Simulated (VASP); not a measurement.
# F (C2/m) in VASP: density of states with PBEsol+D3(BJ)

Aim: the density of states of F with PBEsol+D3(BJ).

All numbers are computed with VASP 6.6.1; they aren't measurements. Logs are shortened: lines on timing, memory, paths and dates and some standing lists are left out, and cuts for length are marked.

### 1 The cell of the first run

The structure is monoclinic, space group C2/m (No. 12). Conventional cell: a = 5.881 Å, b = 3.371 Å, c = 7.324 Å, α = 90.00°, β = 110.45°, γ = 90.00°. F (site symmetry m) has 1 F at 1.40 Å within 1.9 Å. F (site symmetry m) has 1 F at 1.40 Å within 1.9 Å.

### 2 Density of states, PBEsol+D3(BJ)

Input file POSCAR:

```
F
1.0
    2.9345987041     -1.6853332259     -0.1836112128
    2.9345987041      1.6853332259     -0.1836112128
   -2.1253501845      0.0000000000      7.0085370816
F
4
Direct
    0.0840004473      0.0840004473      0.0955020820
    0.9159995527      0.9159995527      0.9044979180
    0.4997016077      0.4997016077      0.5955145169
    0.5002983923      0.5002983923      0.4044854831
```

Input file INCAR.step1:

```
PREC = Accurate ; ENCUT = 520
EDIFF = 1E-7 ; ISMEAR = 0
SIGMA = 0.02 ; LREAL = F
LASPH = T ; NELM = 100
ALGO = Normal ; ISIF = 2
LWAVE = F ; LCHARG = T
GGA = PS ; IVDW = 12
NBANDS = 22
```

Input file KPOINTS.step1:

```
regular mesh
0
Gamma
  8 8 4
```

Input file INCAR.step2:

```
PREC = Accurate ; ENCUT = 520
EDIFF = 1E-7 ; ISMEAR = -5
SIGMA = 0.02 ; LREAL = F
LASPH = T ; NELM = 100
ALGO = Normal ; ISIF = 2
LWAVE = F ; LCHARG = F
GGA = PS ; IVDW = 12
LORBIT = 10 ; NBANDS = 22
NEDOS = 2001 ; ICHARG = 11
```

Input file KPOINTS.step2:

```
regular mesh
0
Gamma
  12 12 6
```

Potentials or basis: VASP PAW PBE potentials, release 64 (F).

Command:

```console
$ cat potpaw_PBE.64/F/POTCAR > POTCAR
$ cp INCAR.step1 INCAR
$ cp KPOINTS.step1 KPOINTS
$ mpirun -np 1 vasp_std > vasp.out
$ cp INCAR.step2 INCAR
$ cp KPOINTS.step2 KPOINTS
$ mpirun -np 1 vasp_std > vasp.out
```

OUTCAR:

```text
PREC = Accurate
   ENCUT = 520
   EDIFF = 1E-7
   ISMEAR = -5
   LREAL = F
   LASPH = T
   NELM = 100
   ISIF = 2
   GGA = PS
   IVDW = 12
   LORBIT = 10
   ICHARG = 11
 IVDW          = 12

 ion  position               nearest neighbor table
   1  0.084  0.084  0.096-   2 1.40
   2  0.916  0.916  0.904-   1 1.40
   3  0.500  0.500  0.596-   4 1.40
   4  0.500  0.500  0.404-   3 1.40

  LATTYP: Found a base centered monoclinic cell.
 ALAT       =     5.8806743258
 B/A-ratio  =     0.5731768612
 C/A-ratio  =     1.2453858252
 COS(beta)  =    -0.3493933200

  Lattice vectors:

 A1 = (   2.9345987041,  -1.6853332259,  -0.1836112128)
 A2 = (   2.9345987041,   1.6853332259,  -0.1836112128)
 A3 = (  -2.1253501845,   0.0000000000,   7.0085370816)

Analysis of symmetry for initial positions (statically):
=====================================================================
 Subroutine PRICEL returns:
 Original cell was already a primitive cell.

 Routine SETGRP: Setting up the symmetry group for a
 base centered monoclinic supercell.

 Subroutine GETGRP returns: Found  4 space group operations
 (whereof  4 operations were pure point group operations)
 out of a pool of  4 trial point group operations.

The static configuration has the point symmetry C_2h.

Analysis of symmetry for dynamics (positions and initial velocities):
=====================================================================
 Subroutine PRICEL returns:
 Original cell was already a primitive cell.

 Routine SETGRP: Setting up the symmetry group for a
 base centered monoclinic supercell.

 Subroutine GETGRP returns: Found  4 space group operations
 (whereof  4 operations were pure point group operations)
 out of a pool of  4 trial point group operations.

The dynamic configuration has the point symmetry C_2h.

 Subroutine INISYM returns: Found  4 space group operations
 (whereof  4 operations are pure point group operations),
 and found     1 'primitive' translations

----------------------------------------------------------------------------------------

                                     Primitive cell

  volume of cell :      68.0100

  direct lattice vectors                    reciprocal lattice vectors
     2.934598704 -1.685333226 -0.183611213     0.173676342 -0.296677234  0.052667631
     2.934598704  1.685333226 -0.183611213     0.173676342  0.296677234  0.052667631
    -2.125350184  0.000000000  7.008537082     0.009100023  0.000000000  0.145442726

  length of vectors
     3.389089954  3.389089954  7.323708448     0.347785469  0.347785469  0.145727131

  position of ions in fractional coordinates (direct lattice)
     0.084000447  0.084000447  0.095502082
     0.915999553  0.915999553  0.904497918
     0.499701608  0.499701608  0.595514517
     0.500298392  0.500298392  0.404485483

  ion indices of the primitive-cell ions
   primitive index   ion index
                 1           1
                 2           2
                 3           3
                 4           4

----------------------------------------------------------------------------------------

 KPOINTS: regular mesh

Automatic generation of k-mesh.
 Grid dimensions read from file:
 generate k-points for:   12   12    6

 Generating k-lattice:

  Cartesian coordinates                     Fractional coordinates (reciprocal lattice)
     0.014473028 -0.024723103  0.004388969     0.083333333  0.000000000 -0.000000000
     0.014473028  0.024723103  0.004388969     0.000000000  0.083333333 -0.000000000
     0.001516670  0.000000000  0.024240454    -0.000000000 -0.000000000  0.166666667

  Length of vectors
     0.028982122  0.028982122  0.024287855

  Shift w.r.t. Gamma in fractional coordinates (k-lattice)
     0.000000000  0.000000000  0.000000000

 TETIRR: Found   1296 inequivalent tetrahedra from     5184

 Subroutine IBZKPT returns following result:
 ===========================================

 Found    242 irreducible k-points:

 Following reciprocal coordinates:
            Coordinates               Weight
  0.000000  0.000000  0.000000      1.000000
  0.083333 -0.000000  0.000000      4.000000
  0.166667 -0.000000  0.000000      4.000000
  0.250000 -0.000000  0.000000      4.000000
  0.333333 -0.000000  0.000000      4.000000
  0.416667 -0.000000  0.000000      4.000000
[... 16 lines left out ...]
  0.500000  0.166667  0.000000      4.000000
 -0.416667  0.166667 -0.000000      4.000000
 [... further k-points ...]
   k-points           NKPTS =    242   k-points in BZ     NKDIM =    242   number of bands    NBANDS=     22
   number of dos      NEDOS =   2001   number of ions     NIONS =      4
   total plane-waves  NPLWV =  42336
   dimension x,y,z NGX =    28 NGY =   28 NGZ =   54
   dimension x,y,z NGXF=    56 NGYF=   56 NGZF=  108
   ions per type =               4
   NGX,Y,Z   is equivalent  to a cutoff of  13.73, 13.73, 12.26 a.u.
   NGXF,Y,Z  is equivalent  to a cutoff of  27.47, 27.47, 24.52 a.u.
 SYSTEM =  unknown system
   PREC   = accura    normal or accurate (medium, high low for compatibility)
   ISTART =      0    job   : 0-new  1-cont  2-samecut
   ICHARG =     11    charge: 1-file 2-atom 10-const
   ISPIN  =      1    spin polarized calculation?
   LNONCOLLINEAR =      F non collinear calculations
   LSORBIT =      F    spin-orbit coupling
   LASPH  =      T    aspherical Exc in radial PAW
   ENCUT  =  520.0 eV  38.22 Ry    6.18 a.u.   6.30  6.30 13.62*2*pi/ulx,y,z
   NELM   =    100;   NELMIN=  2; NELMDL=  0     # of ELM steps
   EDIFF  = 0.1E-06   stopping-criterion for ELM
   LREAL  =      F    real-space projection
   EDIFFG = 0.1E-05   stopping-criterion for IOM
   NSW    =      0    number of steps for IOM
   IBRION =     -1    ionic relax: 0-MD 1-quasi-New 2-CG
   NFREE  =      0    steps in history (QN), initial steepest desc. (CG)
   ISIF   =      2    stress and relaxation
   ISYM   =      2    0-nonsym 1-usesym 2-fastsym
   POTIM  = 0.5000    time-step for ionic-motion
   TEBEG  =    0.0;   TEEND  =   0.0 temperature during run
   PSTRESS=    0.0 pullay stress
   NELECT =      28.0000    total number of electrons
   NUPDOWN=      -1.0000    fix difference up-down
   EMIN   =  10.00;   EMAX   =-10.00  energy-range for DOS
   EFERMI =   0.00;   METHOD = LEGACY
   ISMEAR =    -5;   SIGMA  =   0.02  broadening in eV -4-tet -1-fermi 0-gaus
   EFERMI_NEDOS =   21; number of points for ismear=-14 and -15
   IALGO  =     38    algorithm
   IMIX   =      4    mixing-type and parameters
     AMIX     =   0.40;   BMIX     =  1.00
     AMIX_MAG =   1.60;   BMIX_MAG =  1.00
  volume/ion in A,a.u.               =      17.00       114.74
  Fermi-wavevector in a.u.,A,eV,Ry     =   1.217877  2.301453 20.180485  1.483224
  Thomas-Fermi vector in A             =   2.353182
   LORBIT       =     10    0 simple, 1 ext, 2 COOP (PROOUT), +10 PAW based schemes
   GGA     = PS    functional components
   LHFCALC =     F    Hartree Fock is set to
   AEXX    =    0.0000 exact exchange contribution
   IVDW    =    12    specifies the selected vdW correction
   LEPSILON=     F    determine dielectric tensor
   LRPA    =     F    only Hartree local field effects (RPA)
 non-spin polarized calculation
 Fermi weights with tetrahedron method with Bloechl corrections
  energy-cutoff  :      520.00
  volume of cell :       68.01
 maximum number of plane-waves:      1852
 NGX is ok and might be reduce to    28

 number of electron      27.9999988 magnetization

 Free energy of the ion-electron system (eV)
  ---------------------------------------------------
  ext. energy  EPLUGINS =         0.00000000
  ---------------------------------------------------
  free energy    TOTEN  =        -7.79242379 eV

  energy without entropy =       -7.79242379  energy(sigma->0) =       -7.79242379

 E-fermi :  -5.2713     XC(G=0):  -7.3188

 val. band max:       -5.2782646729   @ k =   0.5000   0.5000   0.0000
 cond. band min:      -2.4050047615   @ k =   0.0000   0.0000   0.0000
 fundamental gap:      2.8732599114
 Fermi energy:        -5.2713054460

 k-point     1 :       0.0000    0.0000    0.0000
  band No.  band energies     occupation
      1     -30.4674      2.00000
      2     -30.3070      2.00000
      3     -23.8811      2.00000
      4     -23.5551      2.00000
      5     -12.1003      2.00000
      6     -11.3617      2.00000
[... 14 lines left out ...]
     21      14.3240      0.00000
     22      15.8439      0.00000

 k-point     2 :       0.0833   -0.0000    0.0000
  band No.  band energies     occupation
      1     -30.4626      2.00000
      2     -30.3042      2.00000
      3     -23.8732      2.00000
      4     -23.5584      2.00000
      5     -12.0873      2.00000
      6     -11.3727      2.00000
[... 14 lines left out ...]
     21      14.5014      0.00000
     22      14.8532      0.00000

 k-point     3 :       0.1667   -0.0000    0.0000
  band No.  band energies     occupation
      1     -30.4491      2.00000
      2     -30.2964      2.00000
      3     -23.8512      2.00000
      4     -23.5675      2.00000
      5     -12.0492      2.00000
      6     -11.4052      2.00000
[... 14 lines left out ...]
     21      13.3073      0.00000
     22      14.3467      0.00000
[... 476 lines left out ...]
 k-point    23 :       0.5000    0.1667    0.0000
  band No.  band energies     occupation
      1     -30.3915      2.00000
      2     -30.2641      2.00000
      3     -23.7270      2.00000
      4     -23.6495      2.00000
      5     -11.7601      2.00000
      6     -11.6765      2.00000
[... 14 lines left out ...]
     21      10.9778      0.00000
     22      11.7956      0.00000

 k-point    24 :      -0.4167    0.1667   -0.0000
  band No.  band energies     occupation
      1     -30.3901      2.00000
      2     -30.2599      2.00000
      3     -23.7409      2.00000
      4     -23.6267      2.00000
      5     -11.8118      2.00000
      6     -11.6089      2.00000
[... 14 lines left out ...]
     21      10.7955      0.00000
     22      11.7020      0.00000

 [... further k-points ...]

------------------------ aborting loop because EDIFF is reached ----------------------------------------

 Edisp (eV)   -0.06964

 E8    (eV) :    -0.0273

  FORCE on cell =-STRESS in cart. coord.  units (eV):
  Direction    XX          YY          ZZ          XY          YZ          ZX
  --------------------------------------------------------------------------------------
  -------------------------------------------------------------------------------------
  Total      -0.08386    -0.24466     0.84025     0.00000     0.00000     0.05100
  in kB      -1.97552    -5.76373    19.79456     0.00000     0.00000     1.20146
  external pressure =        4.02 kB  Pullay stress =        0.00 kB

 VOLUME and BASIS-vectors are now :
 -----------------------------------------------------------------------------
  energy-cutoff  :      520.00
  volume of cell :       68.01
      direct lattice vectors                 reciprocal lattice vectors
     2.934598704 -1.685333226 -0.183611213     0.173676342 -0.296677234  0.052667631
     2.934598704  1.685333226 -0.183611213     0.173676342  0.296677234  0.052667631
    -2.125350184  0.000000000  7.008537082     0.009100023  0.000000000  0.145442726

 POSITION                                       TOTAL-FORCE (eV/Angst)
 -----------------------------------------------------------------------------------
      0.29004      0.00000      0.63848         0.178883      0.000000      0.391236
      3.45381      0.00000      6.00283        -0.178883      0.000000     -0.391236
      1.66717      0.00000      3.99018        -0.124577      0.000000      0.415496
      2.07668      0.00000      2.65113         0.124577      0.000000     -0.415496
 -----------------------------------------------------------------------------------
    total drift:                                0.000000      0.000000      0.000000

  FREE ENERGIE OF THE ION-ELECTRON SYSTEM (eV)
  ---------------------------------------------------
  free  energy   TOTEN  =        -7.8620632264 eV

  energy  without entropy=       -7.8620632264  energy(sigma->0) =       -7.86206323

 total charge

# of ion       s       p       d       tot
------------------------------------------
    1        1.764   4.120   0.000   5.884
    2        1.764   4.120   0.000   5.884
    3        1.764   4.120   0.000   5.884
    4        1.764   4.120   0.000   5.884
--------------------------------------------------
tot          7.055  16.480   0.000  23.535
```

Run time: 2.4 min. Hardware: 1 thread of AMD EPYC 9R45 (Zen 5), shared host; peak memory 0.34 GiB.

Results:

* Valence electrons inside the program's atomic spheres: F 5.88
* Dispersion energy per atom: -0.017 eV

Caveat: the PAW data sets were made with another functional, which shifts forces and pressure a little.
